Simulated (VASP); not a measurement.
# BaTe (wurtzite type) (P6_3mc) in VASP: relaxation of cell and atoms with PBE

Aim: the relaxation of cell and atoms of BaTe (wurtzite type) with PBE.

All numbers are computed with VASP 6.6.1; they aren't measurements. Logs are shortened: lines on timing, memory, paths and dates and some standing lists are left out, and cuts for length are marked.

## (1) The cell of the first run

It takes space group P6_3mc (No. 186, hexagonal). The conventional cell has a = 4.556 Å, b = 4.556 Å, c = 7.426 Å, α = 90.00°, β = 90.00°, γ = 120.00°. Ba (site symmetry 3m) has 4 Te at 2.79 Å within 3.7 Å. Te (site symmetry 3m) has 4 Ba at 2.79 Å within 3.7 Å.

## (2) Relaxation of cell and atoms, PBE

Input file INCAR:

```
PREC = Accurate ; ENCUT = 600
EDIFF = 1E-6 ; ISMEAR = -1
SIGMA = 0.08 ; LREAL = F
LASPH = T ; NELM = 100
ALGO = Normal ; ISIF = 3
LWAVE = F ; LCHARG = F
GGA = PE ; IBRION = 2
NSW = 100 ; EDIFFG = -0.005
```

Input file KPOINTS:

```
regular mesh
0
Gamma
  8 8 5
```

Input file POSCAR:

```
BaTe
1.0
    4.5558582445      0.0000000000      0.0000000000
   -2.2779291223      3.9454889758      0.0000000000
    0.0000000000      0.0000000000      7.4260489385
Ba Te
2 2
Direct
    0.3333333333      0.6666666667      0.0000000000
    0.6666666667      0.3333333333      0.5000000000
    0.3333333333      0.6666666667      0.3760000000
    0.6666666667      0.3333333333      0.8760000000
```

Potentials or basis: VASP PAW PBE potentials, release 64 (Ba_sv, Te).

Launch:

```
$ cat potpaw_PBE.64/Ba_sv/POTCAR potpaw_PBE.64/Te/POTCAR > POTCAR
$ mpirun -np 1 vasp_std > vasp.out
```

OUTCAR:

```text
PREC = Accurate
   ENCUT = 600
   EDIFF = 1E-6
   ISMEAR = -1
   LREAL = F
   LASPH = T
   NELM = 100
   ISIF = 3
   GGA = PE
   IBRION = 2
   NSW = 100
   EDIFFG = -0.005

 ion  position               nearest neighbor table
   1  0.333  0.667  0.000-   4 2.79   4 2.79   4 2.79   3 2.79   2 4.55   2 4.55   2 4.55   2 4.55
                             2 4.55   2 4.55
   2  0.667  0.333  0.500-   3 2.79   3 2.79   3 2.79   4 2.79   1 4.55   1 4.55   1 4.55   1 4.55
                             1 4.55   1 4.55
   3  0.333  0.667  0.376-   2 2.79   2 2.79   2 2.79   1 2.79
   4  0.667  0.333  0.876-   1 2.79   1 2.79   1 2.79   2 2.79

  LATTYP: Found a hexagonal cell.
 ALAT       =     4.5558582445
 C/A-ratio  =     1.6300000000

  Lattice vectors:

 A1 = (   4.5558582445,   0.0000000000,   0.0000000000)
 A2 = (  -2.2779291223,   3.9454889758,   0.0000000000)
 A3 = (   0.0000000000,   0.0000000000,   7.4260489385)

Analysis of symmetry for initial positions (statically):
=====================================================================
 Subroutine PRICEL returns:
 Original cell was already a primitive cell.

 Routine SETGRP: Setting up the symmetry group for a
 hexagonal supercell.

 Subroutine GETGRP returns: Found 12 space group operations
 (whereof  6 operations were pure point group operations)
 out of a pool of 24 trial point group operations.

The static configuration has the point symmetry C_3v.
 The point group associated with its full space group is C_6v.

Analysis of symmetry for dynamics (positions and initial velocities):
=====================================================================
 Subroutine PRICEL returns:
 Original cell was already a primitive cell.

 Routine SETGRP: Setting up the symmetry group for a
 hexagonal supercell.

 Subroutine GETGRP returns: Found 12 space group operations
 (whereof  6 operations were pure point group operations)
 out of a pool of 24 trial point group operations.

The dynamic configuration has the point symmetry C_3v.
 The point group associated with its full space group is C_6v.

 Subroutine INISYM returns: Found 12 space group operations
 (whereof  6 operations are pure point group operations),
 and found     1 'primitive' translations

----------------------------------------------------------------------------------------

                                     Primitive cell

  volume of cell :     133.4839

  direct lattice vectors                    reciprocal lattice vectors
     4.555858245  0.000000000  0.000000000     0.219497611  0.126727005  0.000000000
    -2.277929122  3.945488976  0.000000000     0.000000000  0.253454009  0.000000000
     0.000000000  0.000000000  7.426048939     0.000000000  0.000000000  0.134661111

  length of vectors
     4.555858245  4.555858245  7.426048939     0.253454009  0.253454009  0.134661111

  position of ions in fractional coordinates (direct lattice)
     0.333333333  0.666666667  0.000000000
     0.666666667  0.333333333  0.500000000
     0.333333333  0.666666667  0.376000000
     0.666666667  0.333333333  0.876000000

  ion indices of the primitive-cell ions
   primitive index   ion index
                 1           1
                 2           2
                 3           3
                 4           4

----------------------------------------------------------------------------------------

 KPOINTS: regular mesh

Automatic generation of k-mesh.
 Grid dimensions read from file:
 generate k-points for:    8    8    5

 Generating k-lattice:

  Cartesian coordinates                     Fractional coordinates (reciprocal lattice)
     0.027437201  0.015840876  0.000000000     0.125000000 -0.000000000  0.000000000
     0.000000000  0.031681751  0.000000000     0.000000000  0.125000000  0.000000000
     0.000000000  0.000000000  0.026932222     0.000000000  0.000000000  0.200000000

  Length of vectors
     0.031681751  0.031681751  0.026932222

  Shift w.r.t. Gamma in fractional coordinates (k-lattice)
     0.000000000  0.000000000  0.000000000

 Subroutine IBZKPT returns following result:
 ===========================================

 Found     30 irreducible k-points:

 Following reciprocal coordinates:
            Coordinates               Weight
  0.000000  0.000000  0.000000      1.000000
  0.125000  0.000000  0.000000      6.000000
  0.250000  0.000000  0.000000      6.000000
  0.375000  0.000000  0.000000      6.000000
  0.500000  0.000000  0.000000      3.000000
  0.125000  0.125000  0.000000      6.000000
[... 16 lines left out ...]
  0.250000  0.000000  0.400000     12.000000
  0.375000  0.000000  0.400000     12.000000
 [... further k-points ...]
   k-points           NKPTS =     30   k-points in BZ     NKDIM =     30   number of bands    NBANDS=     20
   number of dos      NEDOS =    301   number of ions     NIONS =      4
   total plane-waves  NPLWV =  77760
   dimension x,y,z NGX =    36 NGY =   36 NGZ =   60
   dimension x,y,z NGXF=    72 NGYF=   72 NGZF=  120
   ions per type =               2   2
   NGX,Y,Z   is equivalent  to a cutoff of  13.14, 13.14, 13.43 a.u.
   NGXF,Y,Z  is equivalent  to a cutoff of  26.27, 26.27, 26.86 a.u.
 SYSTEM =  unknown system
   PREC   = accura    normal or accurate (medium, high low for compatibility)
   ISTART =      0    job   : 0-new  1-cont  2-samecut
   ICHARG =      2    charge: 1-file 2-atom 10-const
   ISPIN  =      1    spin polarized calculation?
   LNONCOLLINEAR =      F non collinear calculations
   LSORBIT =      F    spin-orbit coupling
   LASPH  =      T    aspherical Exc in radial PAW
   ENCUT  =  600.0 eV  44.10 Ry    6.64 a.u.   9.10  9.10 14.83*2*pi/ulx,y,z
   NELM   =    100;   NELMIN=  2; NELMDL= -5     # of ELM steps
   EDIFF  = 0.1E-05   stopping-criterion for ELM
   LREAL  =      F    real-space projection
   EDIFFG = -.5E-02   stopping-criterion for IOM
   NSW    =    100    number of steps for IOM
   IBRION =      2    ionic relax: 0-MD 1-quasi-New 2-CG
   NFREE  =      1    steps in history (QN), initial steepest desc. (CG)
   ISIF   =      3    stress and relaxation
   ISYM   =      2    0-nonsym 1-usesym 2-fastsym
   POTIM  = 0.5000    time-step for ionic-motion
   TEBEG  =    0.0;   TEEND  =   0.0 temperature during run
   PSTRESS=    0.0 pullay stress
   NELECT =      32.0000    total number of electrons
   NUPDOWN=      -1.0000    fix difference up-down
   EMIN   =  10.00;   EMAX   =-10.00  energy-range for DOS
   EFERMI =   0.00;   METHOD = LEGACY
   ISMEAR =    -1;   SIGMA  =   0.08  broadening in eV -4-tet -1-fermi 0-gaus
   EFERMI_NEDOS =   21; number of points for ismear=-14 and -15
   IALGO  =     38    algorithm
   IMIX   =      4    mixing-type and parameters
     AMIX     =   0.40;   BMIX     =  1.00
     AMIX_MAG =   1.60;   BMIX_MAG =  1.00
  volume/ion in A,a.u.               =      33.37       225.20
  Fermi-wavevector in a.u.,A,eV,Ry     =   1.016987  1.921826 14.071984  1.034262
  Thomas-Fermi vector in A             =   2.150362
   LORBIT       =      0    0 simple, 1 ext, 2 COOP (PROOUT), +10 PAW based schemes
   GGA     = PE    functional components
   LHFCALC =     F    Hartree Fock is set to
   AEXX    =    0.0000 exact exchange contribution
   IVDW    =     0    specifies the selected vdW correction
   LEPSILON=     F    determine dielectric tensor
   LRPA    =     F    only Hartree local field effects (RPA)
 conjugate gradient relaxation of ions
 non-spin polarized calculation
  energy-cutoff  :      600.00
  volume of cell :      133.48
 maximum number of plane-waves:      4494
   NGX = 19   NGY = 19   NGZ = 29

--------------------------------------- Ionic step        1  -------------------------------------------

 number of electron      32.0000000 magnetization

 Free energy of the ion-electron system (eV)
  ---------------------------------------------------
  ext. energy  EPLUGINS =         0.00000000
  ---------------------------------------------------
  free energy    TOTEN  =        -8.83996381 eV

  energy without entropy =       -8.83996101  energy(sigma->0) =       -8.83996241

 E-fermi :   4.8950     XC(G=0):  -9.0385

 val. band max:        4.0415082083   @ k =   0.5000   0.0000   0.0000
 cond. band min:       5.8217269616   @ k =   0.3750   0.0000   0.0000
 fundamental gap:      1.7802187533
 Fermi energy:         4.8950058209

 k-point     1 :       0.0000    0.0000    0.0000
  band No.  band energies     occupation
      1     -22.4656      2.00000
      2     -22.3725      2.00000
      3      -9.5283      2.00000
      4      -8.0074      2.00000
      5      -8.0074      2.00000
      6      -7.8516      2.00000
[... 541 lines left out ...]
     19       8.0011      0.00000
     20       8.5107      0.00000

 [... further k-points ...]
[... 5 lines left out ...]
  --------------------------------------------------------------------------------------
  -------------------------------------------------------------------------------------
  Total       30.4152019     30.4152019     28.8341043     -0.0000000      0.0000000      0.0000000
  in kB      365.0668865    365.0668865    346.0893246     -0.0000000      0.0000000      0.0000000
  external PRESSURE =     358.7410325 kB  Pullay stress =       0.0000000 kB
[... 95 lines left out ...]
  FREE ENERGIE OF THE ION-ELECTRON SYSTEM (eV)
  ---------------------------------------------------
  free  energy   TOTEN  =       -16.2431302950 eV

  energy  without entropy=      -16.2431302761  energy(sigma->0) =      -16.24313029

[... ionic steps 4 to 29 ...]

--------------------------------------- Ionic step       30  -------------------------------------------

 number of electron      32.0000002 magnetization

------------------------ aborting loop because EDIFF is reached ----------------------------------------
[... 71 lines left out ...]
--------------------------------------- Ionic step       32  -------------------------------------------

 number of electron      32.0000003 magnetization

 Free energy of the ion-electron system (eV)
  ---------------------------------------------------
  ext. energy  EPLUGINS =         0.00000000
  ---------------------------------------------------
  free energy    TOTEN  =       -16.77562937 eV

  energy without entropy =      -16.77562884  energy(sigma->0) =      -16.77562910

 E-fermi :   1.9126     XC(G=0):  -7.0427

 val. band max:        0.9640591228   @ k =   0.0000   0.0000   0.0000
 cond. band min:       2.9071822375   @ k =   0.3750   0.2500   0.0000
 fundamental gap:      1.9431231147
 Fermi energy:         1.9125838382

 k-point     1 :       0.0000    0.0000    0.0000
  band No.  band energies     occupation
      1     -26.3275      2.00000
      2     -26.3141      2.00000
      3     -11.6102      2.00000
      4     -11.5726      2.00000
      5     -11.5726      2.00000
      6     -11.5101      2.00000
[... 541 lines left out ...]
     19       4.4290      0.00000
     20       5.0790      0.00000

 [... further k-points ...]
[... 5 lines left out ...]
  --------------------------------------------------------------------------------------
  -------------------------------------------------------------------------------------
  Total       -0.0008810     -0.0008810     -0.0013297      0.0000000      0.0000000      0.0000000
  in kB       -0.0064576     -0.0064576     -0.0097466      0.0000000      0.0000000      0.0000000
  external PRESSURE =      -0.0075539 kB  Pullay stress =       0.0000000 kB
[... 19 lines left out ...]
  FREE ENERGIE OF THE ION-ELECTRON SYSTEM (eV)
  ---------------------------------------------------
  free  energy   TOTEN  =       -16.7756293726 eV

  energy  without entropy=      -16.7756288355  energy(sigma->0) =      -16.77562910

 reached required accuracy - stopping structural energy minimisation
```

Run time: 27 min. Hardware: 1 thread of Intel Xeon Platinum 8488C (Sapphire Rapids), shared host; peak memory 0.34 GiB.

What came out:

```
Free energy                            : -16.7756 eV
Relaxed volume                         : 54.64 Å³/atom
Relaxed cell                           : a = 5.992 Å, b = 5.992 Å, c = 7.029 Å, α = 90.00°, β = 90.00°, γ = 120.00°
Space group after relaxing (to 0.05 Å) : P6_3/mmc (No. 194)
Energy gained by relaxing              : 1983.9 meV/atom
Ionic steps                            : 32
Pressure after relaxing                : 0.0 GPa
Band gap on the k mesh                 : 1.94 eV, indirect (least direct gap 2.24 eV)
```

Step by step:
```csv
step,energy change (eV),largest force (eV/Å),pressure (GPa),volume (Å³)
1,0.0000,0.0866,35.87,133.48
2,-6.2120,0.0168,-3.07,336.10
3,-7.4032,0.0794,0.44,236.42
4,-7.4086,0.0733,-0.21,244.63
5,-7.4104,0.0752,-0.01,241.95
6,-7.4089,0.0772,0.19,239.35
7,-7.4111,0.0849,0.19,239.34
8,-7.4172,0.1095,0.18,239.30
9,-7.4277,0.1670,0.15,239.14
10,-7.4428,0.3130,0.09,238.47
11,-7.4512,0.7389,0.01,235.73
12,-7.4527,0.7381,0.00,235.73
13,-7.4574,0.7366,-0.02,235.72
14,-7.4667,0.7339,-0.06,235.71
15,-7.4856,0.7302,-0.14,235.67
16,-7.5243,0.7272,-0.29,235.55
17,-7.6030,0.7271,-0.55,235.08
18,-7.7042,0.6261,-0.57,233.21
19,-7.7735,0.4503,-0.59,231.27
20,-7.8754,0.0235,-0.35,225.51
21,-7.8773,0.0953,-0.28,224.62
22,-7.9093,0.0441,-0.31,223.50
23,-7.9330,0.0180,-0.27,221.41
24,-7.9332,0.0221,-0.26,221.22
25,-7.9353,0.0212,-0.08,219.33
26,-7.9355,0.0209,0.00,218.52
27,-7.9355,0.0210,0.00,218.58
28,-7.9355,0.0179,0.00,218.58
29,-7.9356,0.0091,0.00,218.60
30,-7.9356,0.0086,0.00,218.64
31,-7.9357,0.0013,0.00,218.62
32,-7.9357,0.0001,0.00,218.58
```

Final structure:
```yaml
crystal:
  lattice:
    - [5.99249, 0.00000, 0.00000]
    - [-2.99625, 5.18965, 0.00000]
    - [0.00000, 0.00000, 7.02852]
  atoms:
    - { symbol: Ba, position: [0.33333, 0.66667, 0.93800] }
    - { symbol: Ba, position: [0.66667, 0.33333, 0.43800] }
    - { symbol: Te, position: [0.33333, 0.66667, 0.43800] }
    - { symbol: Te, position: [0.66667, 0.33333, 0.93800] }
```

Caveat: the volume moved by over 15 % at a fixed basis, so the end points are rough; spin-orbit coupling is left out, which moves the levels of the heavy elements.
